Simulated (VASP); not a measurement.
Here is a VASP 6.6.1 calculation.

Contents of INCAR:

```
  ALGO = Normal
  EDIFF = 1E-6
  ENCUT = 520
  GGA = PE
  ISIF = 2
  ISMEAR = 0
  LASPH = T
  LCHARG = F
  LREAL = F
  LWAVE = F
  NBANDS = 20
  NELM = 60
  PREC = Accurate
  SIGMA = 0.2
```

Contents of KPOINTS:

```
k-points
0
Gamma
  4 4 4
```

The input POSCAR:

```
Mg7Se
1.0
   -3.8400443183      3.8400443183      3.0974102817
    3.8400443183     -3.8400443183      3.0974102817
    3.8400443183      3.8400443183     -3.0974102817
Mg Se
7 1
Direct
    0.5001881071      0.0001881071      0.0003762143
    0.9998118929      0.4998118929      0.9996237857
    0.0001881071      0.9998118929      0.5000000000
    0.4998118929      0.5001881071      0.5000000000
    0.5000000000      0.0000000000      0.5000000000
    0.0000000000      0.5000000000      0.5000000000
    0.5000000000      0.5000000000      0.0000000000
    0.0000000000      0.0000000000      0.0000000000
```

Potentials or basis: VASP PAW PBE potentials, release 64 (Mg, Se).

Command:

```bash
$ cat potpaw_PBE.64/Mg/POTCAR potpaw_PBE.64/Se/POTCAR > POTCAR
$ mpirun -np 1 vasp_std > vasp.out
```

Question: Estimate the pressure.

Answer: -0.1 GPa.

Question: What does it give for the band gap on the k mesh?

Answer: Zero (band 10 reaches 3.34 eV, above the bottom of band 11 at 2.74 eV).

Forces in eV/Å, atoms in the order of the input:
```
Mg  -0.004 -0.004  0.000
Mg   0.004  0.004  0.000
Mg   0.004 -0.004  0.000
Mg  -0.004  0.004  0.000
Mg   0.000  0.000  0.000
Mg   0.000  0.000  0.000
Mg   0.000  0.000  0.000
Se   0.000  0.000  0.000
```
